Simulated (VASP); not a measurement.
Mg: electric field gradients with LDA

Mg:

```
CELL_PARAMETERS angstrom
3.16590 0.00000 0.00000
-1.58295 2.74175 0.00000
0.00000 0.00000 5.13991
ATOMIC_POSITIONS crystal
Mg 0.33333 0.66667 0.25000
Mg 0.66667 0.33333 0.75000
```

This cell differs from its parent crystal: volume scaled by 0.96.

```json
{"Program": "VASP 6.6.1", "Task": "electric field gradients", "Functional": "LDA", "Potentials or basis": "VASP PAW LDA potentials, release 64 (Mg)", "Cutoff": "520 eV", "k mesh": "12 × 12 × 7", "Occupations": "fermi-dirac, width 0.05 eV", "Spin": "no spin polarisation", "Dipole correction": "no", "Further INCAR settings": "ALGO = Normal; EDIFF = 1e-08; NBANDS = 9"}
```

```json
{
  "Pressure": "-1.5 GPa",
  "Band gap on the k mesh": "zero (band 2 reaches 3.63 eV, above the bottom of band 3 at 1.34 eV)"
}
```

Stress tensor (GPa, compression positive):
```
-1.23  0.00  0.00
 0.00 -1.23  0.00
 0.00  0.00 -2.16
```

Levels at points of the mesh, in eV from the Fermi level:
```
           k point  band 1  band 2  band 3  band 4  band 5  band 6
(0.00, 0.00, 0.00)   -6.99   -1.64   -1.22   11.12   11.12   11.22
(0.50, 0.00, 0.00)   -2.11   -2.11    2.75    3.13    3.37    3.79
```

Electric field gradients, principal values (V/Å²):
| atom | least | middle | greatest (by size) |
| --- | --- | --- | --- |
| 1 Mg | -0.625 | -0.625 | 1.251 |
| 2 Mg | -0.625 | -0.625 | 1.251 |

Wall time 13 s on 1 thread of Intel(R) Xeon(R) Platinum 8259CL CPU @ 2.50GHz (Skylake/Cascade Lake), on a shared host, peak memory 0.15 GiB.

Caveat: without QUAD_EFG the Cq values of the log hold for a quadrupole moment of 1 mb, not for the nuclei.
